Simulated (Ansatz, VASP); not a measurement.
One calculation of Ga4AsP3, two programs

```
Ga P As
1.0
     5.56378    0.00000    0.00000
     0.00000    5.56378    0.00000
     0.00000    0.00000    5.56378
Ga P As
4 3 1
Direct
  0.75450 0.75450 0.24550
  0.75450 0.24550 0.75450
  0.24550 0.75450 0.75450
  0.24550 0.24550 0.24550
  0.50000 0.00000 0.00000
  0.00000 0.50000 0.00000
  0.00000 0.00000 0.50000
  0.50000 0.50000 0.50000
```

Alike in both runs: functional PBE; k mesh 6 × 6 × 6; occupations gaussian, width 0.02 eV; no spin polarisation.

Ansatz relaxed the structure, and its values are those at the end. VASP's run is a single point on that final structure, the one shown.

```csv
,VASP,Ansatz
version,VASP 6.6.1,Ansatz 0.2.0
potentials or method,"VASP PAW PBE potentials, release 64 (Ga_d, P, As), cutoff 520 eV","scalar-relativistic, plane waves, PAW"
valence electrons in the cell,72,82
```

Ansatz gave:

```
gap on the k mesh at the Fermi level (eV) : 1.16
least direct gap on the mesh (eV)         : 1.16
pressure (GPa)                            : 0.0
rms of the force components (eV/Å)        : 0.004
```

**Question.** What did VASP give for the same quantities?

**Answer.** gap on the k mesh at the Fermi level (eV): 1.16; least direct gap on the mesh (eV): 1.16; pressure (GPa): 0.1; rms of the force components (eV/Å): 0.001.

VASP's potentials hold 72 valence electrons a cell and Ansatz's 82, so a difference there can come from the potentials and not from the codes.
